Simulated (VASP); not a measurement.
# SiNi (Pnma) in VASP: notebook, part 2 of 2

VASP 6.6.1. The steps go on from the part before.

## Step 4: Single point, LDA, collinear spin, ferromagnetic start

This run uses another cell than the first one, of 11.52 Å³/atom, 0.942 times its volume.

File INCAR:

```
SYSTEM = SiNi
  ALGO = Normal
  EDIFF = 1E-6
  ENCUT = 520
  ISIF = 2
  ISMEAR = -1
  ISPIN = 2
  LASPH = .True.
  LCHARG = .False.
  LMAXMIX = 4
  LORBIT = 11
  LREAL = .False.
  LWAVE = .False.
  MAGMOM = 1 1 1 1 0 0 0 0
  NBANDS = 42
  NELM = 150
  PREC = Accurate
  SIGMA = 0.05
```

File KPOINTS:

```
k-points
0
Gamma
  4 6 4
  0 0 0
```

File POSCAR:

```
SiNi
1.0
    5.1270782416      0.0000000000      0.0000000000
    0.0000000000      3.2675897066      0.0000000000
    0.0000000000      0.0000000000      5.4994202690
Ni Si
4 4
Direct
    0.9917895510      0.7500000000      0.8129259082
    0.5082104490      0.2500000000      0.3129259082
    0.4917895510      0.7500000000      0.6870740918
    0.0082104490      0.2500000000      0.1870740918
    0.6800987650      0.2500000000      0.9170902965
    0.8199012350      0.7500000000      0.4170902965
    0.1800987650      0.2500000000      0.5829097035
    0.3199012350      0.7500000000      0.0829097035
```

Potentials or basis: VASP PAW LDA potentials, release 64 (Ni, Si).

Command:

```console
> cat potpaw_LDA.64/Ni/POTCAR potpaw_LDA.64/Si/POTCAR > POTCAR
> mpirun -np 1 vasp_std > vasp.out
```

OUTCAR:

```text
SYSTEM = SiNi
   EDIFF = 1E-6
   ENCUT = 520
   ISIF = 2
   ISMEAR = -1
   ISPIN = 2
   LASPH = .True.
   LORBIT = 11
   LREAL = .False.
   NELM = 150
   PREC = Accurate

 ion  position               nearest neighbor table
   1  0.992  0.750  0.813-   8 2.24   7 2.28   7 2.28   6 2.35   5 2.36   5 2.36   4 2.63   4 2.63
                             3 2.66   3 2.66
   2  0.508  0.250  0.313-   7 2.24   8 2.28   8 2.28   5 2.35   6 2.36   6 2.36   3 2.63   3 2.63
                             4 2.66   4 2.66
   3  0.492  0.750  0.687-   6 2.24   5 2.28   5 2.28   8 2.35   7 2.36   7 2.36   2 2.63   2 2.63
                             1 2.66   1 2.66
   4  0.008  0.250  0.187-   5 2.24   6 2.28   6 2.28   7 2.35   8 2.36   8 2.36   1 2.63   1 2.63
                             2 2.66   2 2.66
   5  0.680  0.250  0.917-   4 2.24   3 2.28   3 2.28   2 2.35   1 2.36   1 2.36   8 2.63   8 2.63

   6  0.820  0.750  0.417-   3 2.24   4 2.28   4 2.28   1 2.35   2 2.36   2 2.36   7 2.63   7 2.63

   7  0.180  0.250  0.583-   2 2.24   1 2.28   1 2.28   4 2.35   3 2.36   3 2.36   6 2.63   6 2.63

   8  0.320  0.750  0.083-   1 2.24   2 2.28   2 2.28   3 2.35   4 2.36   4 2.36   5 2.63   5 2.63

  LATTYP: Found a simple orthorhombic cell.
 ALAT       =     3.2675897066
 B/A-ratio  =     1.5690703858
 C/A-ratio  =     1.6830204410

  Lattice vectors:

 A1 = (   0.0000000000,  -3.2675897066,   0.0000000000)
 A2 = (   5.1270782416,   0.0000000000,   0.0000000000)
 A3 = (   0.0000000000,   0.0000000000,   5.4994202690)

Analysis of symmetry for initial positions (statically):
=====================================================================
 Subroutine PRICEL returns:
 Original cell was already a primitive cell.

 Routine SETGRP: Setting up the symmetry group for a
 simple orthorhombic supercell.

 Subroutine GETGRP returns: Found  8 space group operations
 (whereof  2 operations were pure point group operations)
 out of a pool of  8 trial point group operations.

The static configuration has the point symmetry S_2 .
[... 1235 lines left out ...]
 spin component 2

 k-point     1 :       0.0000    0.0000    0.0000
  band No.  band energies     occupation
      1      -2.3293      1.00000
      2       1.1512      1.00000
      3       2.4424      1.00000
      4       2.9337      1.00000
      5       4.1950      1.00000
      6       4.6933      1.00000
[... 1021 lines left out ...]
     39      17.4420      0.00000
     40      17.4420      0.00000

 [... further k-points ...]

 [bands above 40 left out]

------------------------ aborting loop because EDIFF is reached ----------------------------------------

  FORCE on cell =-STRESS in cart. coord.  units (eV):
  Direction    XX          YY          ZZ          XY          YZ          ZX
  --------------------------------------------------------------------------------------
  -------------------------------------------------------------------------------------
  Total        0.2316530      0.1086048      0.2552226      0.0000000      0.0000000      0.0000000
  in kB        4.0284149      1.8886221      4.4382860      0.0000000      0.0000000      0.0000000
  external PRESSURE =       3.4517743 kB  Pullay stress =       0.0000000 kB

 VOLUME and BASIS-vectors are now :
 -----------------------------------------------------------------------------
  energy-cutoff  :      520.00
  volume of cell :       92.13
      direct lattice vectors                 reciprocal lattice vectors
     5.127078242  0.000000000  0.000000000     0.195042859  0.000000000  0.000000000
     0.000000000  3.267589707  0.000000000     0.000000000  0.306035974  0.000000000
     0.000000000  0.000000000  5.499420269     0.000000000  0.000000000  0.181837348

 POSITION                                       TOTAL-FORCE (eV/Angst)
 -----------------------------------------------------------------------------------
      5.08498      2.45069      4.47062        -0.018456      0.000000      0.005525
      2.60563      0.81690      1.72091         0.018456      0.000000      0.005525
      2.52144      2.45069      3.77851        -0.018456      0.000000     -0.005525
      0.04210      0.81690      1.02880         0.018456     -0.000000     -0.005525
      3.48692      0.81690      5.04346         0.009520      0.000000     -0.005012
      4.20370      2.45069      2.29375        -0.009520      0.000000     -0.005012
      0.92338      0.81690      3.20567         0.009520     -0.000000      0.005012
      1.64016      2.45069      0.45596        -0.009520     -0.000000      0.005012
 -----------------------------------------------------------------------------------
    total drift:                                0.000000     -0.000000      0.000000

  FREE ENERGIE OF THE ION-ELECTRON SYSTEM (eV)
  ---------------------------------------------------
  free  energy   TOTEN  =       -55.1121245105 eV

  energy  without entropy=      -55.1024765502  energy(sigma->0) =      -55.10730053

 total charge

# of ion       s       p       d       tot
------------------------------------------
    1        0.527   0.696   8.499   9.723
    2        0.527   0.696   8.499   9.723
    3        0.527   0.696   8.499   9.723
    4        0.527   0.696   8.499   9.723
    5        0.767   0.887   0.000   1.654
    6        0.767   0.887   0.000   1.654
    7        0.767   0.887   0.000   1.654
    8        0.767   0.887   0.000   1.654
--------------------------------------------------
tot          5.177   6.332  33.996  45.505

 magnetization (x)

# of ion       s       p       d       tot
------------------------------------------
    1        0.000   0.000   0.000   0.000
    2        0.000   0.000   0.000   0.000
    3        0.000   0.000   0.000   0.000
    4        0.000   0.000   0.000   0.000
    5       -0.000  -0.000   0.000  -0.000
    6       -0.000  -0.000   0.000  -0.000
    7       -0.000  -0.000   0.000  -0.000
    8       -0.000  -0.000   0.000  -0.000
--------------------------------------------------
tot         -0.000  -0.000   0.000   0.000
```

OSZICAR:

```text
N       E                     dE             d eps       ncg     rms          rms(c)
DAV:   1     0.376338750208E+03    0.37634E+03   -0.23672E+04  6048   0.159E+03
DAV:   2    -0.260028480348E+02   -0.40234E+03   -0.38021E+03  6050   0.348E+02
DAV:   3    -0.605462238222E+02   -0.34543E+02   -0.33013E+02  6710   0.119E+02
DAV:   4    -0.616716252165E+02   -0.11254E+01   -0.11165E+01  7356   0.199E+01
DAV:   5    -0.617075578421E+02   -0.35933E-01   -0.35909E-01  7324   0.336E+00    0.301E+01
DAV:   6    -0.698316154387E+02   -0.81241E+01   -0.95834E+01  7102   0.153E+02    0.346E+01
DAV:   7    -0.551067589421E+02    0.14725E+02   -0.37049E+01  7158   0.977E+01    0.572E+00
DAV:   8    -0.552454578667E+02   -0.13870E+00   -0.40491E+00  8706   0.141E+01    0.391E+00
DAV:   9    -0.551163400598E+02    0.12912E+00   -0.41516E-01  7512   0.861E+00    0.831E-01
DAV:  10    -0.551140384983E+02    0.23016E-02   -0.18797E-02  7532   0.120E+00    0.525E-01
DAV:  11    -0.551125149739E+02    0.15235E-02   -0.14691E-03  8656   0.298E-01    0.297E-01
DAV:  12    -0.551121313099E+02    0.38366E-03   -0.38922E-04  8456   0.239E-01    0.100E-01
DAV:  13    -0.551121302501E+02    0.10598E-05   -0.80498E-05  7482   0.913E-02    0.451E-02
DAV:  14    -0.551121272437E+02    0.30064E-05   -0.69160E-06  7552   0.215E-02    0.240E-02
DAV:  15    -0.551121250845E+02    0.21593E-05   -0.16917E-06  3996   0.127E-02    0.116E-02
DAV:  16    -0.551121245105E+02    0.57397E-06   -0.24286E-06  5226   0.124E-02
   1 F= -.55112125E+02 E0= -.55107301E+02  d E =-.964796E-02  mag=     0.0000
```

Wall time 6.8 min (1 thread of Oxide Virtual Turin-like, shared host); peak memory 0.27 GiB.

Results:

| Quantity | Value |
| --- | --- |
| Free energy | -55.1121 eV |
| Pressure | 0.3 GPa |
| Largest force | 0.019 eV/Å |
| Band gap on the k mesh | zero (filled and empty bands overlap) |
| Net moment | 0.00 μB per cell |
| Valence electrons inside the program's atomic spheres | Ni 9.72; Si 1.65 |

Forces in eV/Å, atoms in the order of the input:
```
Ni  -0.018  0.000  0.006
Ni   0.018  0.000  0.006
Ni  -0.018  0.000 -0.006
Ni   0.018  0.000 -0.006
Si   0.010  0.000 -0.005
Si  -0.010  0.000 -0.005
Si   0.010  0.000  0.005
Si  -0.010  0.000  0.005
```

## Step 5: Single point, PBEsol, collinear spin, ferromagnetic start

This run uses another cell than the first one, of 11.81 Å³/atom, 0.966 times its volume.

File INCAR:

```
ALGO     = Normal         # electronic algorithm
EDIFF    = 1E-7           # SCF threshold, eV
ENCUT    = 520            # plane-wave cutoff, eV
GGA      = PS             # functional
ISIF     = 2              # what is computed and relaxed
ISMEAR   = -1             # smearing method
ISPIN    = 2              # spin polarisation
LASPH    = T              # aspherical terms in the spheres
LCHARG   = F              # write CHGCAR
LMAXMIX  = 4              # l up to which the mixer works
LORBIT   = 11             # projections on sites
LREAL    = F              # projectors in reciprocal space
LWAVE    = F              # write WAVECAR
MAGMOM   = 1 1 1 1 0 0 0 0 # initial moments
NBANDS   = 42             # bands
NELM     = 150            # most SCF steps
PREC     = Accurate       # precision mode
SIGMA    = 0.05           # smearing width, eV
```

File KPOINTS:

```
k-points
0
Gamma
  4 6 4
```

File POSCAR:

```
SiNi
1.0
    5.1697459112      0.0000000000      0.0000000000
    0.0000000000      3.2915322910      0.0000000000
    0.0000000000      0.0000000000      5.5502918557
Ni Si
4 4
Direct
    0.9916529228      0.7500000000      0.8131724874
    0.5083470772      0.2500000000      0.3131724874
    0.4916529228      0.7500000000      0.6868275126
    0.0083470772      0.2500000000      0.1868275126
    0.6792327732      0.2500000000      0.9174940623
    0.8207672268      0.7500000000      0.4174940623
    0.1792327732      0.2500000000      0.5825059377
    0.3207672268      0.7500000000      0.0825059377
```

Potentials or basis: VASP PAW PBE potentials, release 64 (Ni, Si).

Command:

```console
> cat potpaw_PBE.64/Ni/POTCAR potpaw_PBE.64/Si/POTCAR > POTCAR
> mpirun -np 1 vasp_std > vasp.out
```

Run time: 9.5 min. Hardware: 1 thread of Oxide Virtual Turin-like, shared host; peak memory 0.32 GiB.

The run converged. Its results:

```yaml
Free_energy: -52.3083 eV
Pressure: 0.2 GPa
Largest_force: 0.016 eV/Å
Band_gap_on_the_k_mesh: zero (filled and empty bands overlap)
Net_moment: 0.00 μB per cell
Valence_electrons_inside_the_program's_atomic_spheres: Ni 9.65; Si 1.62
```

Forces on the atoms (eV/Å):
```
Ni  -0.015  0.000  0.005
Ni   0.015  0.000  0.005
Ni  -0.015  0.000 -0.005
Ni   0.015  0.000 -0.005
Si   0.005  0.000 -0.003
Si  -0.005  0.000 -0.003
Si   0.005  0.000  0.003
Si  -0.005  0.000  0.003
```

Stress tensor (GPa, compression positive):
```
0.36 0.00 0.00
0.00 0.06 0.00
0.00 0.00 0.32
```

Levels at points of the mesh, in eV from the Fermi level:
Spin up:
| k point | band 24 | band 25 | band 26 | band 27 | band 28 | band 29 | band 30 | band 31 | band 32 | band 33 |
| --- | --- | --- | --- | --- | --- | --- | --- | --- | --- | --- |
| (0.00, 0.00, 0.00) | -1.99 | -1.86 | -1.18 | -0.99 | -0.83 | 0.55 | 1.31 | 3.60 | 4.31 | 4.40 |
| (0.50, 0.00, 0.00) | -2.00 | -1.87 | -1.87 | 0.90 | 0.90 | 1.34 | 1.34 | 4.02 | 4.02 | 4.61 |
| (0.00, 0.50, 0.00) | -2.07 | -1.85 | -1.85 | -1.44 | -1.44 | -0.58 | -0.58 | 2.11 | 2.11 | 2.65 |
| (0.50, 0.50, 0.00) | -2.02 | -1.71 | -1.71 | -1.71 | -1.71 | 0.60 | 0.60 | 0.60 | 0.60 | 4.24 |
| (0.00, 0.00, 0.50) | -2.12 | -1.51 | -1.51 | -0.23 | -0.23 | 1.23 | 1.23 | 3.45 | 3.45 | 4.65 |
| (0.50, 0.00, 0.50) | -2.12 | -1.08 | -1.08 | 0.69 | 0.69 | 2.60 | 2.60 | 2.95 | 2.95 | 3.06 |
| (0.00, 0.50, 0.50) | -1.95 | -1.95 | -1.95 | -1.72 | -1.72 | 0.15 | 0.15 | 1.43 | 1.43 | 2.51 |
| (0.50, 0.50, 0.50) | -2.19 | -1.86 | -1.86 | -1.86 | -1.86 | 2.70 | 2.70 | 2.70 | 2.70 | 3.61 |
Spin down:
| k point | band 26 | band 27 | band 28 | band 29 | band 30 | band 31 |
| --- | --- | --- | --- | --- | --- | --- |
| (0.00, 0.00, 0.00) | -1.18 | -0.99 | -0.83 | 0.55 | 1.31 | 3.60 |
| (0.50, 0.00, 0.00) | -1.87 | 0.90 | 0.90 | 1.34 | 1.34 | 4.02 |
| (0.00, 0.50, 0.00) | -1.85 | -1.44 | -1.44 | -0.58 | -0.58 | 2.11 |
| (0.50, 0.50, 0.00) | -1.71 | -1.71 | -1.71 | 0.60 | 0.60 | 0.60 |
| (0.00, 0.00, 0.50) | -1.51 | -0.23 | -0.23 | 1.23 | 1.23 | 3.45 |
| (0.50, 0.00, 0.50) | -1.08 | 0.69 | 0.69 | 2.60 | 2.60 | 2.95 |
| (0.00, 0.50, 0.50) | -1.95 | -1.72 | -1.72 | 0.15 | 0.15 | 1.43 |
| (0.50, 0.50, 0.50) | -1.86 | -1.86 | -1.86 | 2.70 | 2.70 | 2.70 |

Caveat: the PAW data sets were made with another functional, which shifts forces and pressure a little.

## Step 6: Overview

```csv
level,potentials or basis,cell,k mesh,gap on the mesh (eV),pressure (GPa),moment (μB),largest force (eV/Å)
PBE,"VASP PAW PBE potentials, release 64 (Ni, Si)","a = 5.262, b = 3.270, c = 5.680 Å, 8 atoms",4 × 6 × 4,none,0.1,0.00,0.01
PBE,"VASP PAW PBE potentials, release 64 (Ni, Si)","a = 5.128, b = 3.401, c = 5.604 Å, 8 atoms",5 × 8 × 5,none,0.1,0.00,0.01
LDA,"VASP PAW LDA potentials, release 64 (Ni, Si)","a = 5.127, b = 3.268, c = 5.499 Å, 8 atoms",4 × 6 × 4,none,0.3,0.00,0.02
PBEsol,"VASP PAW PBE potentials, release 64 (Ni, Si)","a = 5.170, b = 3.292, c = 5.550 Å, 8 atoms",4 × 6 × 4,none,0.2,0.00,0.02
```

Alike in all rows: task single point; spin collinear, ferromagnetic start; cutoff (eV) 520; smearing fermi-dirac 0.05 eV.

Caveats: the PAW data sets were made with another functional, which shifts forces and pressure a little (some runs).

Absolute energies hang on the potentials; compare differences alone.
